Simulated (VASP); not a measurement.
Set up this calculation in VASP 6.6.1, as the native input.

```yaml
Task: single point
Functional: LDA
Potentials_or_basis: VASP PAW LDA potentials, release 64 (Ir)
Cutoff: 520 eV
k_mesh: 12 × 12 × 7
Occupations: fermi-dirac, width 0.1 eV
Spin: no spin polarisation
Dipole_correction: no
Further_INCAR_settings: ALGO = Normal; EDIFF = 1e-07; NBANDS = 16
```

The structure of Ir lies in POSCAR:

```
Ir
1.0
    2.7235863826      0.0000000000      0.0000000000
   -1.3617931913      2.3586900715      0.0000000000
    0.0000000000      0.0000000000      4.4172132818
Ir
2
Direct
    0.6666666667      0.3333333333      0.7500000000
    0.3333333333      0.6666666667      0.2500000000
```

One way to write it, as run:

INCAR

```
ALGO     = Normal         # electronic algorithm
EDIFF    = 1E-7           # SCF threshold, eV
ENCUT    = 520            # plane-wave cutoff, eV
GGA      = CA             # functional
ISIF     = 2              # what is computed and relaxed
ISMEAR   = -1             # smearing method
LASPH    = T              # aspherical terms in the spheres
LCHARG   = F              # write CHGCAR
LREAL    = F              # projectors in reciprocal space
LWAVE    = F              # write WAVECAR
NBANDS   = 16             # bands
NELM     = 80             # most SCF steps
PREC     = Accurate       # precision mode
SIGMA    = 0.1            # smearing width, eV
```

KPOINTS

```
k-points
0
Gamma
  12 12 7
```

Potentials or basis: VASP PAW LDA potentials, release 64 (Ir).

The run is started by

```bash
$ cat potpaw_LDA.64/Ir/POTCAR > POTCAR
$ mpirun -np 1 vasp_std > vasp.out
```

Results of the run:

```yaml
Pressure: -5.3 GPa
Band_gap_on_the_k_mesh: zero (band 9 reaches 11.36 eV, above the bottom of band 10 at 8.01 eV)
```

Caveat: spin-orbit coupling is left out, which moves the levels of the heavy elements.

It took 30 s on 1 thread of Intel(R) Xeon(R) Platinum 8259CL CPU @ 2.50GHz (Skylake/Cascade Lake), on a shared host, peak memory 0.15 GiB.
